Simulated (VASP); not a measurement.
BiTe: single point with r2SCAN+rVV10

The system is BiTe.

```
Bi Te
1.0
     0.00000    3.23500    3.23500
     3.23500    0.00000    3.23500
     3.23500    3.23500    0.00000
Bi Te
1 1
Direct
  0.00000 0.00000 0.00000
  0.50000 0.50000 0.50000
```

```
Program             : VASP 6.6.1
Task                : single point
Functional          : r2SCAN
Dispersion          : rVV10
Potentials or basis : VASP PAW PBE potentials, release 64 (Bi_d, Te)
Cutoff              : 520 eV
k mesh              : 7 × 7 × 7
Occupations         : tetrahedron
Spin                : collinear spin, ferromagnetic start
Starting moments    : [0.5, 0.0] μB
```

```json
{"Pressure": "-0.9 GPa", "Net moment": "0.00 μB per cell", "Valence electrons inside the program's atomic spheres": "Bi 12.66; Te 3.35"}
```

Levels at points of the mesh, in eV from the Fermi level:
Spin up:
| k point | band 8 | band 9 | band 10 | band 11 | band 12 | band 13 |
| --- | --- | --- | --- | --- | --- | --- |
| (0.00, 0.00, 0.00) | -3.01 | -3.01 | -3.01 | 2.03 | 2.03 | 2.03 |
Spin down:
```csv
k point,band 8,band 9,band 10,band 11,band 12,band 13
"(0.00, 0.00, 0.00)",-3.01,-3.01,-3.01,2.03,2.03,2.03
```

It took 3.4 min on 1 thread of AMD EPYC 9R45 96-Core Processor (Zen 5), with other jobs on the host, peak memory 0.43 GiB.

Caveat: the PAW data sets were made with another functional, which shifts forces and pressure a little; spin-orbit coupling is left out, which moves the levels of the heavy elements; tetrahedron occupations give inexact forces and stress in metals.
